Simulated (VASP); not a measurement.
# Sr4LiCl8 (a cell with a defect) in VASP: single point with PBE

Aim: the single point of Sr4LiCl8 (a cell with a defect) with PBE.

Program: VASP 6.6.1. These are calculated values, not measurements. Logs are shortened: lines on timing, memory, paths and dates and some standing lists are left out, and cuts for length are marked.

### Step 1. The cell of the first run

The cell holds a defect, 13 atoms: a = 6.965 Å, b = 6.965 Å, c = 6.965 Å, α = 90.00°, β = 90.00°, γ = 90.00°.

### Step 2. Single point, PBE

The input, INCAR:

```
  PREC = Accurate
  ENCUT = 520
  EDIFF = 1E-6
  ISMEAR = -1
  SIGMA = 0.02
  LREAL = F
  LASPH = T
  NELM = 100
  ALGO = Normal
  ISIF = 2
  LWAVE = F
  LCHARG = T
  GGA = PE
  LELF = T
  LVHAR = T
  NELECT = 98.0
  NBANDS = 62
```

The input, KPOINTS:

```
Automatic mesh
0
Gamma
  2 2 2
```

The input, POSCAR:

```
Sr4LiCl8
1.0
    6.9650000000      0.0000000000      0.0000000000
    0.0000000000      6.9650000000      0.0000000000
    0.0000000000      0.0000000000      6.9650000000
Sr Cl Li
4 8 1
Direct
   -0.0071810481     -0.0024831299      0.0000638909
    0.4929544867      0.4975882268      0.0000508256
    0.4929450108     -0.0024832735      0.5001203159
   -0.0077455851      0.4982934673      0.5008614501
    0.2346854271      0.2556170854      0.2581982771
    0.7217648241      0.7687418521      0.7712333094
    0.7501115578      0.7402472362      0.2561933955
    0.2661790380      0.2243732950      0.7738074659
    0.7502386217      0.2537208902      0.7426924623
    0.2660552764      0.7711836324      0.2269773151
    0.2368557071      0.7404189519      0.7429840632
    0.7190271357      0.2242091888      0.2266920316
    0.4923870782      0.9977852118      0.0004508256
```

Potentials or basis: VASP PAW PBE potentials, release 64 (Sr_sv, Cl, Li_sv).

Command:

```bash
$ cat potpaw_PBE.64/Sr_sv/POTCAR potpaw_PBE.64/Cl/POTCAR potpaw_PBE.64/Li_sv/POTCAR > POTCAR
$ mpirun -np 1 vasp_std > vasp.out
```

OUTCAR:

```text
PREC = Accurate
   ENCUT = 520
   EDIFF = 1E-6
   ISMEAR = -1
   LREAL = F
   LASPH = T
   NELM = 100
   ISIF = 2
   GGA = PE
   NELECT = 98.0

 ion  position               nearest neighbor table
   1  0.993  0.998  0.000-  10 2.93   8 2.93  12 2.94   6 2.94   7 3.04   9 3.04  11 3.05   5 3.05
                            13 3.48  13 3.49   4 4.92   2 4.92   3 4.92   3 4.92   2 4.92   4 4.92
   2  0.493  0.498  0.000-  12 2.93   8 2.93  10 2.94   6 2.94   7 3.04  11 3.04   5 3.05   9 3.05
                            13 3.48  13 3.48   4 4.92   1 4.92   3 4.92   4 4.92   1 4.92   3 4.92
   3  0.493  0.998  0.500-  12 2.93  10 2.93   8 2.94   6 2.94  11 3.04   9 3.04   7 3.05   5 3.05
                            13 3.48  13 3.48   4 4.92   1 4.92   2 4.92   4 4.92   1 4.92   2 4.92
   4  0.992  0.498  0.501-   5 2.93   9 2.93   7 2.93  11 2.93   6 3.26  10 3.30   8 3.30  12 3.30
                             1 4.92   2 4.92   3 4.92   2 4.92   3 4.92   1 4.92   1 4.93   3 4.93
   5  0.235  0.256  0.258-   4 2.93   1 3.05   3 3.05   2 3.05
   6  0.722  0.769  0.771-   1 2.94   3 2.94   2 2.94   4 3.26
   7  0.750  0.740  0.256-   4 2.93   2 3.04   1 3.04   3 3.05
   8  0.266  0.224  0.774-   2 2.93   1 2.93   3 2.94   4 3.30
   9  0.750  0.254  0.743-   4 2.93   3 3.04   1 3.04   2 3.05
  10  0.266  0.771  0.227-   3 2.93   1 2.93   2 2.94   4 3.30
  11  0.237  0.740  0.743-   4 2.93   2 3.04   3 3.04   1 3.05
  12  0.719  0.224  0.227-   2 2.93   3 2.93   1 2.94   4 3.30
  13  0.492  0.998  0.000-   1 3.48   3 3.48   2 3.48   2 3.48   3 3.48   1 3.49

  LATTYP: Found a simple cubic cell.
 ALAT       =     6.9650000000

  Lattice vectors:

 A1 = (   6.9650000000,   0.0000000000,   0.0000000000)
 A2 = (   0.0000000000,   6.9650000000,   0.0000000000)
 A3 = (   0.0000000000,   0.0000000000,   6.9650000000)

Analysis of symmetry for initial positions (statically):
=====================================================================
 Subroutine PRICEL returns:
 Original cell was already a primitive cell.

 Routine SETGRP: Setting up the symmetry group for a
 simple cubic supercell.

 Subroutine GETGRP returns: Found  1 space group operations
 (whereof  1 operations were pure point group operations)
 out of a pool of 48 trial point group operations.

The static configuration has the point symmetry C_1 .

Analysis of symmetry for dynamics (positions and initial velocities):
[... 126 lines left out ...]
   PSTRESS=    0.0 pullay stress
   NELECT =      98.0000    total number of electrons
   NUPDOWN=      -1.0000    fix difference up-down
   EMIN   =  10.00;   EMAX   =-10.00  energy-range for DOS
   EFERMI =   0.00;   METHOD = LEGACY
   ISMEAR =    -1;   SIGMA  =   0.02  broadening in eV -4-tet -1-fermi 0-gaus
   EFERMI_NEDOS =   21; number of points for ismear=-14 and -15
   IALGO  =     38    algorithm
   IMIX   =      4    mixing-type and parameters
     AMIX     =   0.40;   BMIX     =  1.00
     AMIX_MAG =   1.60;   BMIX_MAG =  1.00
  volume/ion in A,a.u.               =      25.99       175.39
  Fermi-wavevector in a.u.,A,eV,Ry     =   1.083667  2.047833 15.977778  1.174334
  Thomas-Fermi vector in A             =   2.219738
   LORBIT       =      0    0 simple, 1 ext, 2 COOP (PROOUT), +10 PAW based schemes
   GGA     = PE    functional components
   LHFCALC =     F    Hartree Fock is set to
   AEXX    =    0.0000 exact exchange contribution
   IVDW    =     0    specifies the selected vdW correction
   LEPSILON=     F    determine dielectric tensor
   LRPA    =     F    only Hartree local field effects (RPA)
 non-spin polarized calculation
  energy-cutoff  :      520.00
  volume of cell :      337.88
 maximum number of plane-waves:      9124
 NGX is ok and might be reduce to    54
   NGX = 25   NGY = 25   NGZ = 25

 number of electron      97.9999998 magnetization

 Free energy of the ion-electron system (eV)
  ---------------------------------------------------
  ext. energy  EPLUGINS =         0.00000000
  ---------------------------------------------------
  free energy    TOTEN  =       -56.63158939 eV

  energy without entropy =      -56.63158939  energy(sigma->0) =      -56.63158939

 E-fermi :   0.8272     XC(G=0):  -8.3883

 val. band max:        0.3373329232   @ k =   0.0000   0.0000   0.0000
 cond. band min:       5.4611981948   @ k =   0.0000   0.0000   0.0000
 fundamental gap:      5.1238652717
 Fermi energy:         0.8272470053

 k-point     1 :       0.0000    0.0000    0.0000
  band No.  band energies     occupation
      1     -44.6460      2.00000
      2     -32.5667      2.00000
      3     -32.1643      2.00000
      4     -32.1605      2.00000
      5     -32.1604      2.00000
      6     -14.7348      2.00000
[... 501 lines left out ...]
     60       7.8566      0.00000
     61       7.8615      0.00000
 [bands above 61 left out]

------------------------ aborting loop because EDIFF is reached ----------------------------------------

  FORCE on cell =-STRESS in cart. coord.  units (eV):
  Direction    XX          YY          ZZ          XY          YZ          ZX
  --------------------------------------------------------------------------------------
  -------------------------------------------------------------------------------------
  Total       -2.3045883     -2.3046538     -2.3043902     -0.0030984      0.0021572     -0.0062828
  in kB      -10.9279974    -10.9283079    -10.9270579     -0.0146923      0.0102290     -0.0297918
  external PRESSURE =     -10.9277877 kB  Pullay stress =       0.0000000 kB

 VOLUME and BASIS-vectors are now :
 -----------------------------------------------------------------------------
  energy-cutoff  :      520.00
  volume of cell :      337.88
      direct lattice vectors                 reciprocal lattice vectors
     6.965000000  0.000000000  0.000000000     0.143575018  0.000000000  0.000000000
     0.000000000  6.965000000  0.000000000     0.000000000  0.143575018  0.000000000
     0.000000000  0.000000000  6.965000000     0.000000000  0.000000000  0.143575018

 POSITION                                       TOTAL-FORCE (eV/Angst)
 -----------------------------------------------------------------------------------
      6.91498      6.94771      0.00045        -0.003456     -0.001429     -0.001963
      3.43343      3.46570      0.00035         0.001534      0.003571     -0.001838
      3.43336      6.94770      3.48334         0.001629     -0.001438      0.003906
      6.91105      3.47061      3.48850         0.000321      0.002065     -0.000375
      1.63458      1.78037      1.79835        -0.062066      0.062157      0.062185
      5.02709      5.35429      5.37164        -0.068186      0.067729      0.068164
      5.22453      5.15582      1.78439         0.065724     -0.065921      0.066454
      1.85394      1.56276      5.38957         0.066335     -0.067221      0.064555
      5.22541      1.76717      5.17285         0.064540      0.065275     -0.064753
      1.85308      5.37129      1.58090         0.066847      0.064599     -0.067106
      1.64970      5.15702      5.17488        -0.066363     -0.066288     -0.066217
      5.00802      1.56162      1.57891        -0.063997     -0.066775     -0.066232
      3.42948      6.94957      0.00314        -0.002861      0.003676      0.003219
 -----------------------------------------------------------------------------------
    total drift:                                0.000068      0.000022     -0.000211

  FREE ENERGIE OF THE ION-ELECTRON SYSTEM (eV)
  ---------------------------------------------------
  free  energy   TOTEN  =       -56.6315893896 eV

  energy  without entropy=      -56.6315893896  energy(sigma->0) =      -56.63158939
```

OSZICAR:

```text
N       E                     dE             d eps       ncg     rms          rms(c)
DAV:   1     0.735182346975E+03    0.73518E+03   -0.45666E+04   992   0.144E+03
DAV:   2     0.128798400094E+02   -0.72230E+03   -0.70092E+03  1306   0.313E+02
DAV:   3    -0.537590136718E+02   -0.66639E+02   -0.66391E+02  1232   0.881E+01
DAV:   4    -0.569704892236E+02   -0.32115E+01   -0.31969E+01  1640   0.192E+01
DAV:   5    -0.572402886499E+02   -0.26980E+00   -0.26973E+00  1568   0.341E+00    0.272E+01
DAV:   6    -0.565959632200E+02    0.64433E+00   -0.20287E+00  1200   0.504E+00    0.171E+01
DAV:   7    -0.566478652086E+02   -0.51902E-01   -0.25548E+00  1312   0.538E+00    0.289E+00
DAV:   8    -0.566251917358E+02    0.22673E-01   -0.58760E-01  1160   0.233E+00    0.118E+00
DAV:   9    -0.566257096552E+02   -0.51792E-03   -0.35140E-02  1312   0.605E-01    0.448E-01
DAV:  10    -0.566305963144E+02   -0.48867E-02   -0.74972E-03  1288   0.290E-01    0.723E-02
DAV:  11    -0.566313263479E+02   -0.73003E-03   -0.64746E-04  1384   0.895E-02    0.586E-02
DAV:  12    -0.566315567625E+02   -0.23041E-03   -0.15192E-04  1184   0.416E-02    0.183E-02
DAV:  13    -0.566315847584E+02   -0.27996E-04   -0.25682E-05  1192   0.165E-02    0.953E-03
DAV:  14    -0.566315874753E+02   -0.27169E-05   -0.35412E-06  1048   0.589E-03    0.428E-03
DAV:  15    -0.566315891367E+02   -0.16615E-05   -0.12597E-06   864   0.397E-03    0.211E-03
DAV:  16    -0.566315893896E+02   -0.25287E-06   -0.23944E-07   776   0.189E-03
   1 F= -.56631589E+02 E0= -.56631589E+02  d E =-.679827E-11
```

Run time: 10 min. Hardware: 1 thread of Intel Xeon 8259CL, shared host; peak memory 0.46 GiB.

What came out:

```yaml
Free_energy: -56.6316 eV
Largest_force: 0.118 eV/Å
```

Forces on the atoms (eV/Å):
```
Sr  -0.003 -0.001 -0.002
Sr   0.002  0.004 -0.002
Sr   0.002 -0.001  0.004
Sr   0.000  0.002  0.000
Cl  -0.062  0.062  0.062
Cl  -0.068  0.068  0.068
Cl   0.066 -0.066  0.066
Cl   0.066 -0.067  0.065
Cl   0.065  0.065 -0.065
Cl   0.067  0.065 -0.067
Cl  -0.066 -0.066 -0.066
Cl  -0.064 -0.067 -0.066
Li  -0.003  0.004  0.003
```

Caveat: the k points lie up to 0.45 Å⁻¹ apart; the cell carries a net charge on a neutralising background, which shifts energy and pressure; the cell is charged against a uniform background, so pressure and absolute levels hang on convention; the cutoff is under 1.25 times the usual one of these potentials, so pressure, stress and relaxed cells hold a basis-set (Pulay) error.
